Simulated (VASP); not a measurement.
# PtSe (Fm-3m) in VASP: notebook

PtSe is run at these levels: PBE; tasks: single point.

Program: VASP 6.6.1. These are calculated values, not measurements. Logs are shortened: lines on timing, memory, paths and dates and some standing lists are left out, and cuts for length are marked.

## 1. The cell of the first run

Symmetry: Fm-3m, No. 225, cubic system. The conventional cell has a = 5.287 Å, b = 5.287 Å, c = 5.287 Å, α = 90.00°, β = 90.00°, γ = 90.00°. Pt (site symmetry m-3m) has 6 Se at 2.64 Å within 3.5 Å. Within 3.5 Å of Se (site symmetry m-3m) lie 6 Pt at 2.64 Å.

## 2. Single point, PBE

File INCAR:

```
SYSTEM = PtSe
PREC = Accurate ; ENCUT = 520
EDIFF = 1E-6 ; ISMEAR = -1
SIGMA = 0.05 ; LREAL = .FALSE.
LASPH = .TRUE. ; NELM = 100
ALGO = Normal ; ISIF = 2
LWAVE = .FALSE. ; LCHARG = .FALSE.
GGA = PE ; NBANDS = 15
```

File KPOINTS:

```
regular mesh
0
G
  8 8 8
  0 0 0
```

File POSCAR:

```
PtSe
1.0
    0.0000000000      2.6433753637      2.6433753637
    2.6433753637      0.0000000000      2.6433753637
    2.6433753637      2.6433753637      0.0000000000
Pt Se
1 1
Direct
    0.5000000000      0.5000000000      0.5000000000
    0.0000000000      0.0000000000      0.0000000000
```

Potentials or basis: VASP PAW PBE potentials, release 64 (Pt, Se).

Launch:

```console
$ cat potpaw_PBE.64/Pt/POTCAR potpaw_PBE.64/Se/POTCAR > POTCAR
$ mpirun -np 1 vasp_std > vasp.out
```

OUTCAR:

```text
SYSTEM = PtSe
   PREC = Accurate
   ENCUT = 520
   EDIFF = 1E-6
   ISMEAR = -1
   LREAL = .FALSE.
   LASPH = .TRUE.
   NELM = 100
   ISIF = 2
   GGA = PE

 ion  position               nearest neighbor table
   1  0.500  0.500  0.500-   2 2.64   2 2.64   2 2.64   2 2.64   2 2.64   2 2.64
   2  0.000  0.000  0.000-   1 2.64   1 2.64   1 2.64   1 2.64   1 2.64   1 2.64

  LATTYP: Found a face centered cubic cell.
 ALAT       =     5.2867507274

  Lattice vectors:

 A1 = (   0.0000000000,   2.6433753637,   2.6433753637)
 A2 = (   2.6433753637,   0.0000000000,   2.6433753637)
 A3 = (   2.6433753637,   2.6433753637,   0.0000000000)

Analysis of symmetry for initial positions (statically):
=====================================================================
 Subroutine PRICEL returns:
 Original cell was already a primitive cell.

 Routine SETGRP: Setting up the symmetry group for a
 face centered cubic supercell.

 Subroutine GETGRP returns: Found 48 space group operations
 (whereof 48 operations were pure point group operations)
 out of a pool of 48 trial point group operations.

The static configuration has the point symmetry O_h .

Analysis of symmetry for dynamics (positions and initial velocities):
=====================================================================
 Subroutine PRICEL returns:
 Original cell was already a primitive cell.

 Routine SETGRP: Setting up the symmetry group for a
 face centered cubic supercell.

 Subroutine GETGRP returns: Found 48 space group operations
 (whereof 48 operations were pure point group operations)
 out of a pool of 48 trial point group operations.

The dynamic configuration has the point symmetry O_h .

 Subroutine INISYM returns: Found 48 space group operations
 (whereof 48 operations are pure point group operations),
 and found     1 'primitive' translations

----------------------------------------------------------------------------------------

                                     Primitive cell

  volume of cell :      36.9408

  direct lattice vectors                    reciprocal lattice vectors
     0.000000000  2.643375364  2.643375364    -0.189152100  0.189152100  0.189152100
     2.643375364  0.000000000  2.643375364     0.189152100 -0.189152100  0.189152100
     2.643375364  2.643375364  0.000000000     0.189152100  0.189152100 -0.189152100

  length of vectors
     3.738297290  3.738297290  3.738297290     0.327621047  0.327621047  0.327621047

  position of ions in fractional coordinates (direct lattice)
     0.500000000  0.500000000  0.500000000
     0.000000000  0.000000000  0.000000000

  ion indices of the primitive-cell ions
   primitive index   ion index
                 1           1
                 2           2

----------------------------------------------------------------------------------------

 KPOINTS: regular mesh

Automatic generation of k-mesh.
 Grid dimensions read from file:
 generate k-points for:    8    8    8

 Generating k-lattice:

  Cartesian coordinates                     Fractional coordinates (reciprocal lattice)
    -0.023644012  0.023644012  0.023644012     0.125000000  0.000000000  0.000000000
     0.023644012 -0.023644012  0.023644012     0.000000000  0.125000000  0.000000000
     0.023644012  0.023644012 -0.023644012     0.000000000  0.000000000  0.125000000

  Length of vectors
     0.040952631  0.040952631  0.040952631

  Shift w.r.t. Gamma in fractional coordinates (k-lattice)
     0.000000000  0.000000000  0.000000000

 Subroutine IBZKPT returns following result:
 ===========================================

 Found     29 irreducible k-points:

 Following reciprocal coordinates:
            Coordinates               Weight
  0.000000  0.000000  0.000000      1.000000
  0.125000  0.000000  0.000000      8.000000
  0.250000  0.000000  0.000000      8.000000
  0.375000  0.000000  0.000000      8.000000
  0.500000  0.000000  0.000000      4.000000
  0.125000  0.125000  0.000000      6.000000
[... 16 lines left out ...]
  0.500000  0.250000  0.125000     48.000000
 -0.375000  0.250000  0.125000     24.000000
 [... further k-points ...]
   k-points           NKPTS =     29   k-points in BZ     NKDIM =     29   number of bands    NBANDS=     15
   number of dos      NEDOS =    301   number of ions     NIONS =      2
   total plane-waves  NPLWV =  21952
   dimension x,y,z NGX =    28 NGY =   28 NGZ =   28
   dimension x,y,z NGXF=    56 NGYF=   56 NGZF=   56
   ions per type =               1   1
   NGX,Y,Z   is equivalent  to a cutoff of  12.45, 12.45, 12.45 a.u.
   NGXF,Y,Z  is equivalent  to a cutoff of  24.90, 24.90, 24.90 a.u.
 SYSTEM =  PtSe
   PREC   = accura    normal or accurate (medium, high low for compatibility)
   ISTART =      0    job   : 0-new  1-cont  2-samecut
   ICHARG =      2    charge: 1-file 2-atom 10-const
   ISPIN  =      1    spin polarized calculation?
   LNONCOLLINEAR =      F non collinear calculations
   LSORBIT =      F    spin-orbit coupling
   LASPH  =      T    aspherical Exc in radial PAW
   ENCUT  =  520.0 eV  38.22 Ry    6.18 a.u.   6.95  6.95  6.95*2*pi/ulx,y,z
   NELM   =    100;   NELMIN=  2; NELMDL= -5     # of ELM steps
   EDIFF  = 0.1E-05   stopping-criterion for ELM
   LREAL  =      F    real-space projection
   EDIFFG = 0.1E-04   stopping-criterion for IOM
   NSW    =      0    number of steps for IOM
   IBRION =     -1    ionic relax: 0-MD 1-quasi-New 2-CG
   NFREE  =      0    steps in history (QN), initial steepest desc. (CG)
   ISIF   =      2    stress and relaxation
   ISYM   =      2    0-nonsym 1-usesym 2-fastsym
   POTIM  = 0.5000    time-step for ionic-motion
   TEBEG  =    0.0;   TEEND  =   0.0 temperature during run
   PSTRESS=    0.0 pullay stress
   NELECT =      16.0000    total number of electrons
   NUPDOWN=      -1.0000    fix difference up-down
   EMIN   =  10.00;   EMAX   =-10.00  energy-range for DOS
   EFERMI =   0.00;   METHOD = LEGACY
   ISMEAR =    -1;   SIGMA  =   0.05  broadening in eV -4-tet -1-fermi 0-gaus
   EFERMI_NEDOS =   21; number of points for ismear=-14 and -15
   IALGO  =     38    algorithm
   IMIX   =      4    mixing-type and parameters
     AMIX     =   0.40;   BMIX     =  1.00
     AMIX_MAG =   1.60;   BMIX_MAG =  1.00
  volume/ion in A,a.u.               =      18.47       124.64
  Fermi-wavevector in a.u.,A,eV,Ry     =   1.238643  2.340695 20.874539  1.534235
  Thomas-Fermi vector in A             =   2.373159
   LORBIT       =      0    0 simple, 1 ext, 2 COOP (PROOUT), +10 PAW based schemes
   GGA     = PE    functional components
   LHFCALC =     F    Hartree Fock is set to
   AEXX    =    0.0000 exact exchange contribution
   IVDW    =     0    specifies the selected vdW correction
   LEPSILON=     F    determine dielectric tensor
   LRPA    =     F    only Hartree local field effects (RPA)
 non-spin polarized calculation
  energy-cutoff  :      520.00
  volume of cell :       36.94
 maximum number of plane-waves:      1012
   NGX = 13   NGY = 13   NGZ = 13

 number of electron      16.0000003 magnetization

 Free energy of the ion-electron system (eV)
  ---------------------------------------------------
  ext. energy  EPLUGINS =         0.00000000
  ---------------------------------------------------
  free energy    TOTEN  =        -9.65475034 eV

  energy without entropy =       -9.64865059  energy(sigma->0) =       -9.65170046

 E-fermi :   7.5687     XC(G=0): -11.4816

 val. band max:        7.4203692429   @ k =  -0.3750   0.3750   0.0000
 cond. band min:       7.5957822866   @ k =   0.5000   0.5000   0.0000
 fundamental gap:      0.1754130437
 Fermi energy:         7.5686721671

 k-point     1 :       0.0000    0.0000    0.0000
  band No.  band energies     occupation
      1      -7.6983      2.00000
      2       4.3695      2.00000
      3       4.3695      2.00000
      4       4.3695      2.00000
      5       4.3792      2.00000
      6       4.3792      2.00000
      7       6.0710      2.00000
      8       6.0710      2.00000
      9       6.0710      2.00000
     10       8.8481      0.00000
     11      17.3357      0.00000
     12      18.9719      0.00000
     13      18.9719      0.00000
     14      18.9719      0.00000
     15      20.7176      0.00000

 k-point     2 :       0.1250    0.0000    0.0000
  band No.  band energies     occupation
      1      -7.5206      2.00000
      2       3.7095      2.00000
      3       3.7105      2.00000
      4       3.7105      2.00000
      5       4.4972      2.00000
      6       4.4972      2.00000
      7       5.4699      2.00000
      8       6.9525      1.99999
      9       6.9525      1.99999
     10      10.2100      0.00000
     11      16.4261      0.00000
     12      18.1760      0.00000
     13      18.1760      0.00000
     14      18.6824      0.00000
     15      20.1540      0.00000

 k-point     3 :       0.2500    0.0000    0.0000
  band No.  band energies     occupation
      1      -7.0365      2.00000
      2       1.9997      2.00000
      3       2.8501      2.00000
      4       2.8501      2.00000
      5       4.8262      2.00000
      6       4.8262      2.00000
      7       5.4145      2.00000
      8       8.3984      0.00000
      9       8.3984      0.00000
     10      11.8248      0.00000
     11      14.9939      0.00000
     12      16.2657      0.00000
     13      16.2657      0.00000
     14      19.0627      0.00000
     15      20.2301      0.00000
[... 343 lines left out ...]
 k-point    23 :       0.5000    0.2500    0.1250
  band No.  band energies     occupation
      1      -6.3221      2.00000
      2       0.7946      2.00000
      3       2.2998      2.00000
      4       2.6158      2.00000
      5       4.9643      2.00000
      6       5.3876      2.00000
      7       5.7925      2.00000
      8       7.1155      1.99977
      9       9.0341      0.00000
     10      12.2695      0.00000
     11      13.4802      0.00000
     12      15.7296      0.00000
     13      16.9400      0.00000
     14      19.6834      0.00000
     15      22.3936      0.00000

 k-point    24 :      -0.3750    0.2500    0.1250
  band No.  band energies     occupation
      1      -6.1264      2.00000
      2       0.5712      2.00000
      3       2.1808      2.00000
      4       2.3147      2.00000
      5       5.2475      2.00000
      6       5.3257      2.00000
      7       5.7154      2.00000
      8       7.8693      0.00488
      9       8.3380      0.00000
     10      12.8543      0.00000
     11      12.9145      0.00000
     12      16.0401      0.00000
     13      16.6270      0.00000
     14      20.3637      0.00000
     15      22.0658      0.00000

 [... further k-points ...]

------------------------ aborting loop because EDIFF is reached ----------------------------------------

  FORCE on cell =-STRESS in cart. coord.  units (eV):
  Direction    XX          YY          ZZ          XY          YZ          ZX
  --------------------------------------------------------------------------------------
  -------------------------------------------------------------------------------------
  Total       -0.0131684     -0.0131684     -0.0131684     -0.0000000      0.0000000      0.0000000
  in kB       -0.5711336     -0.5711336     -0.5711336     -0.0000000      0.0000000      0.0000000
  external PRESSURE =      -0.5711336 kB  Pullay stress =       0.0000000 kB

 VOLUME and BASIS-vectors are now :
 -----------------------------------------------------------------------------
  energy-cutoff  :      520.00
  volume of cell :       36.94
      direct lattice vectors                 reciprocal lattice vectors
     0.000000000  2.643375364  2.643375364    -0.189152100  0.189152100  0.189152100
     2.643375364  0.000000000  2.643375364     0.189152100 -0.189152100  0.189152100
     2.643375364  2.643375364  0.000000000     0.189152100  0.189152100 -0.189152100

 POSITION                                       TOTAL-FORCE (eV/Angst)
 -----------------------------------------------------------------------------------
      2.64338      2.64338      2.64338         0.000000      0.000000      0.000000
      0.00000      0.00000      0.00000        -0.000000     -0.000000     -0.000000
 -----------------------------------------------------------------------------------
    total drift:                                0.000000      0.000000      0.000000

  FREE ENERGIE OF THE ION-ELECTRON SYSTEM (eV)
  ---------------------------------------------------
  free  energy   TOTEN  =        -9.6547503366 eV

  energy  without entropy=       -9.6486505858  energy(sigma->0) =       -9.65170046
```

Run time: 21 s. Hardware: 1 thread of Intel Xeon 8259CL, shared host; peak memory 0.17 GiB.

Results:

* Free energy: -9.6548 eV
* Pressure: -0.1 GPa
* Band gap on the k mesh: zero (band 8 reaches 10.39 eV, above the bottom of band 9 at 6.07 eV)

Caveat: spin-orbit coupling is left out, which moves the levels of the heavy elements.

## 3. Single point, PBE

This run uses another cell than the first one, of 18.20 Å³/atom, 0.985 times its volume.

File INCAR:

```
SYSTEM = PtSe
PREC = Accurate
ENCUT = 520
EDIFF = 1E-6
ISMEAR = -1
SIGMA = 0.05
LREAL = .False.
LASPH = .True.
NELM = 100
ALGO = Normal
ISIF = 2
LWAVE = .False.
LCHARG = .False.
GGA = PE
NBANDS = 15
```

File KPOINTS:

```
Automatic mesh
0
Gamma
  8 8 8
  0 0 0
```

File POSCAR:

```
PtSe
1.0
    0.0000000000      2.6305177949      2.6305177949
    2.6305177949      0.0000000000      2.6305177949
    2.6305177949      2.6305177949      0.0000000000
Pt Se
1 1
Direct
    0.5000000000      0.5000000000      0.5000000000
    0.0000000000      0.0000000000      0.0000000000
```

Potentials or basis: VASP PAW PBE potentials, release 64 (Pt, Se).

Launch:

```console
$ cat potpaw_PBE.64/Pt/POTCAR potpaw_PBE.64/Se/POTCAR > POTCAR
$ mpirun -np 1 vasp_std > vasp.out
```

Run time: 26 s. Hardware: 1 thread of Intel Xeon 8259CL, shared host; peak memory 0.16 GiB.

It converged, with:

| Property | Result |
| --- | --- |
| Free energy | -9.6514 eV |
| Pressure | 2.0 GPa |
| Band gap on the k mesh | zero (band 8 reaches 10.68 eV, above the bottom of band 9 at 6.26 eV) |

Levels at points of the mesh, in eV from the Fermi level:
```tsv
k point	band 6	band 7	band 8	band 9	band 10	band 11
(0.00, 0.00, 0.00)	-3.27	-1.53	-1.53	-1.53	1.36	9.72
(0.50, 0.00, 0.00)	-2.26	-1.77	2.89	2.89	3.21	6.17
(0.50, 0.50, 0.00)	-2.77	-1.91	-1.91	-1.33	0.04	8.45
```

Caveat: spin-orbit coupling is left out, which moves the levels of the heavy elements.
